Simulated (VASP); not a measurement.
**Yb: electric field gradients with PBEsol**

The system is Yb.

```xyz
2
Lattice="3.8799 0.0000 0.0000 -1.9399 3.3601 0.0000 0.0000 0.0000 6.3859" Properties=species:S:1:pos:R:3 pbc="T T T"
Yb    0.0000    2.2401    1.5965
Yb    1.9399    1.1200    4.7894
```

This isn't the form of Yb at room conditions, which is fcc.

```yaml
Program: VASP 6.6.1
Task: electric field gradients
Functional: PBEsol
Potentials_or_basis: VASP PAW PBE potentials, release 64 (Yb)
Cutoff: 520 eV
k_mesh: 11 × 11 × 6
Occupations: fermi-dirac, width 0.03 eV
Spin: no spin polarisation
Dipole_correction: no
Further_INCAR_settings: ALGO = Normal; EDIFF = 1e-08; NBANDS = 31
```

The pressure is -3.5 GPa and the band gap on the k mesh is zero (bands 24 and 25 overlap by 0.12 eV). The largest electric field gradient by atom is Yb -7.9 V/Å².

Levels at points of the mesh, in eV from the Fermi level:
```
           k point  band 22  band 23  band 24  band 25  band 26  band 27
(0.00, 0.00, 0.00)    -0.27    -0.25    -0.25     0.09     2.61     2.67
(0.00, 0.00, 0.50)    -0.27    -0.25    -0.25     1.44     1.44     2.66
```

Electric field gradients, principal values (V/Å²):
```tsv
atom	least	middle	greatest (by size)
1 Yb	3.943	3.949	-7.892
2 Yb	3.943	3.949	-7.892
```

It took 5.2 min on 1 thread of Intel(R) Xeon(R) 6975P-C (Granite Rapids), on a shared host, peak memory 0.29 GiB.

Caveat: the cell stands under tension; without QUAD_EFG the Cq values of the log hold for a quadrupole moment of 1 mb, not for the nuclei; the PAW data sets were made with another functional, which shifts forces and pressure a little; spin-orbit coupling is left out, which moves the levels of the heavy elements. Spin polarisation is off, so any magnetic state and its effect on volume and gap are missing.
